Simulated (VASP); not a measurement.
A run of VASP 6.6.1 is set up as follows.

The input INCAR:

```
SYSTEM = Sr
ALGO = Normal
EDIFF = 1E-6
ENCUT = 520
GGA = CA
ISIF = 2
ISMEAR = -1
LASPH = .True.
LCHARG = .False.
LREAL = .False.
LWAVE = .False.
NBANDS = 11
NELM = 80
PREC = Accurate
SIGMA = 0.05
```

Contents of KPOINTS:

```
k-points
0
Gamma
  8 8 8
  0 0 0
```

POSCAR

```
Sr
1.0
    0.0000000000      3.0423500000      3.0423500000
    3.0423500000      0.0000000000      3.0423500000
    3.0423500000      3.0423500000      0.0000000000
Sr
1
Direct
    0.0000000000      0.0000000000      0.0000000000
```

Potentials or basis: VASP PAW LDA potentials, release 64 (Sr_sv).

Command:

```console
$ cat potpaw_LDA.64/Sr_sv/POTCAR > POTCAR
$ mpirun -np 1 vasp_std > vasp.out
```

**Question.** Estimate the band gap on the k mesh.

**Answer.** Zero (band 5 reaches 1.42 eV, above the bottom of band 6 at 1.39 eV).

**Question.** What does it give for the pressure?

**Answer.** -1.6 GPa.
